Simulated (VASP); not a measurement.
Write the native input for VASP 6.6.1 that does the following.

| Property | Result |
| --- | --- |
| Task | single point |
| Functional | PBEsol |
| Potentials or basis | VASP PAW PBE potentials, release 64 (Pb_d, S) |
| Cutoff | 520 eV |
| k mesh | 6 × 6 × 4 |
| Occupations | gaussian, width 0.01 eV |
| Spin | no spin polarisation |
| Dipole correction | no |
| Further INCAR settings | ALGO = Normal; EDIFF = 1e-06; NBANDS = 28 |

The structure of PbS lies in POSCAR:

```
PbS
1.0
    2.0291419208     -3.5176364803      0.0000000000
    2.0291419208      3.5176364803      0.0000000000
    0.0000000000      0.0000000000      7.4577707996
Pb S
2 2
Direct
    0.0010316600      0.9989683400      0.4867318100
    0.9989683400      0.0010316600      0.9867318100
    0.6671454800      0.3328545200      0.6924681900
    0.3328545200      0.6671454800      0.1924681900
```

One way to write it, as run:

INCAR

```
SYSTEM = PbS
PREC = Accurate
ENCUT = 520
EDIFF = 1E-6
ISMEAR = 0
SIGMA = 0.01
LREAL = .False.
LASPH = .True.
NELM = 60
ALGO = Normal
ISIF = 2
LWAVE = .False.
LCHARG = .True.
GGA = PS
LELF = .True.
LVHAR = .True.
NBANDS = 28
```

KPOINTS

```
Automatic mesh
0
Gamma
  6 6 4
  0 0 0
```

Potentials or basis: VASP PAW PBE potentials, release 64 (Pb_d, S).

Launch:

```console
$ cat potpaw_PBE.64/Pb_d/POTCAR potpaw_PBE.64/S/POTCAR > POTCAR
$ mpirun -np 1 vasp_std > vasp.out
```

It gave:

```yaml
Pressure: 0.3 GPa
Largest_force: 0.149 eV/Å
Band_gap_on_the_k_mesh: 0.29 eV (least direct gap 1.17 eV)
```

Caveat: the PAW data sets were made with another functional, which shifts forces and pressure a little; spin-orbit coupling is left out, which moves the levels of the heavy elements.

It took 43 s on 1 thread of Intel(R) Xeon(R) 6975P-C (Granite Rapids) (shared host), peak memory 0.26 GiB.
